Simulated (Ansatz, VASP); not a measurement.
InP in VASP and in Ansatz

```
In P
1.0
     0.00000    2.87062    3.05029
     3.05029    0.00000    3.05029
     3.05029    2.87062    0.00000
In P
1 1
Direct
  0.00000 0.00000 0.00000
  0.75000 0.75000 0.75000
```

Alike in both runs: task single point; functional LDA; k mesh 12 × 12 × 12; occupations gaussian, width 0.05 eV; no spin polarisation.

|  | VASP | Ansatz |
| --- | --- | --- |
| version | VASP 6.6.1 | Ansatz 0.2.0 |
| potentials or method | VASP PAW LDA potentials, release 64 (In_d, P), cutoff 520 eV | scalar-relativistic, plane waves, PAW |
| valence electrons in the cell | 18 | 18 |

VASP gave:

| Item | Value |
| --- | --- |
| gap on the k mesh at the Fermi level (eV) | 0.01 |
| least direct gap on the mesh (eV) | 0.01 |
| pressure (GPa) | -4.6 |
| traceless stress, the component that is largest in VASP (GPa) | 1.65 |

Estimate Ansatz's values.

gap on the k mesh at the Fermi level (eV): 0.02; least direct gap on the mesh (eV): 0.02; pressure (GPa): -4.6; traceless stress, the component that is largest in VASP (GPa): 1.65.

Ansatz warns that its potentials were made for another functional, while VASP's fit it. LDA's correlation is that of Perdew and Zunger in VASP and of Perdew and Wang (1992) in Ansatz.
